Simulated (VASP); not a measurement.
# InO5: relaxation of cell and atoms with PBE

Crystal: InO5.

```
In O
1.0
     0.00000    3.36936    3.36936
     3.36936    0.00000    3.36936
     3.36936    3.36936    0.00000
In O
1 5
Direct
  0.50000 0.50000 0.50000
  0.36678 0.36678 0.36678
  0.36678 0.36678 0.89965
  0.36678 0.89965 0.36678
  0.89965 0.36678 0.36678
  0.00000 0.00000 0.00000
```

The cell was generated, and may not be a known phase.

- Program: VASP 6.6.1
- Task: relaxation of cell and atoms
- Functional: PBE
- Potentials or basis: VASP PAW PBE potentials, release 64 (In_d, O)
- Cutoff: 600 eV
- k mesh: 4 × 4 × 4
- Occupations: gaussian, width 0.1 eV
- Spin: collinear spin, ferromagnetic start
- Starting moments: [0.0, 1.0, 1.0, 1.0, 1.0, 1.0] μB
- Dipole correction: no
- Further INCAR settings: ALGO = Normal; EDIFF = 1e-06; IBRION = 2; EDIFFG = -0.04; NSW = 90; ISIF = 3

The relaxed volume is 19.46 Å³/atom, the relaxed cell is a = 5.486 Å, b = 5.486 Å, c = 5.486 Å, α = 60.00°, β = 60.00°, γ = 60.00° and the space group after relaxing (to 0.1 Å) is F-43m (No. 216). The pressure after relaxing is 0.0 GPa. The largest force after relaxing is 0.003 eV/Å, the band gap on the k mesh is zero (filled and empty bands overlap) and the net moment is -3.00 μB per cell. The site moments are In -0.06; O -1.01, +1.45 (each value once) μB and the valence electrons inside the program's atomic spheres are In 11.35; O 4.72, 4.59 (each value once).

Forces in eV/Å, atoms in the order of the input:
```
In   0.000  0.000  0.000
O   -0.002 -0.002 -0.002
O    0.002  0.002 -0.002
O    0.002 -0.002  0.002
O   -0.002  0.002  0.002
O    0.000  0.000  0.000
```

Final structure:
```cif
data_structure
_symmetry_space_group_name_H-M 'P 1'
_symmetry_Int_Tables_number 1
_cell_length_a 5.4858
_cell_length_b 5.4858
_cell_length_c 5.4858
_cell_angle_alpha 60.000
_cell_angle_beta 60.000
_cell_angle_gamma 60.000
_cell_volume 116.74
loop_
_atom_site_label
_atom_site_type_symbol
_atom_site_fract_x
_atom_site_fract_y
_atom_site_fract_z
_atom_site_occupancy
In1 In 0.50000 0.50000 0.50000 1
O1 O 0.34430 0.34430 0.34430 1
O2 O 0.34430 0.34430 0.96710 1
O3 O 0.34430 0.96710 0.34430 1
O4 O 0.96710 0.34430 0.34430 1
O5 O 0.00000 0.00000 0.00000 1
```

Levels at points of the mesh, in eV from the Fermi level:
Spin up:
```
           k point  band 17  band 18  band 19  band 20  band 21  band 22  band 23  band 24
(0.00, 0.00, 0.00)    -2.38    -1.28    -1.28     1.14     1.14     1.14     1.35     1.35
(0.50, 0.00, 0.00)    -2.18    -1.29    -1.29    -1.17     0.54     0.54     1.15     1.33
(0.50, 0.50, 0.00)    -1.91    -1.39    -1.14    -1.03     0.06     0.06     0.93     1.28
```
Spin down:
```
           k point  band 21  band 22  band 23  band 24  band 25  band 26
(0.00, 0.00, 0.00)    -0.72    -0.72     0.03     0.03     0.03     2.42
(0.50, 0.00, 0.00)    -0.75    -0.75    -0.07     0.09     0.09     3.79
(0.50, 0.50, 0.00)    -0.82    -0.82    -0.06     0.09     0.09     4.18
```

Run time: 7.4 min on 1 thread of Intel(R) Xeon(R) 6975P-C (Granite Rapids), with other jobs on the host, peak memory 0.3 GiB.

Caveat: the k points lie up to 0.35 Å⁻¹ apart in the final cell, too coarse for converged energies and pressures of a metal; the volume moved by over 15 % at a fixed basis, so the end points are rough; spin-orbit coupling is left out, which moves the levels of the heavy elements.
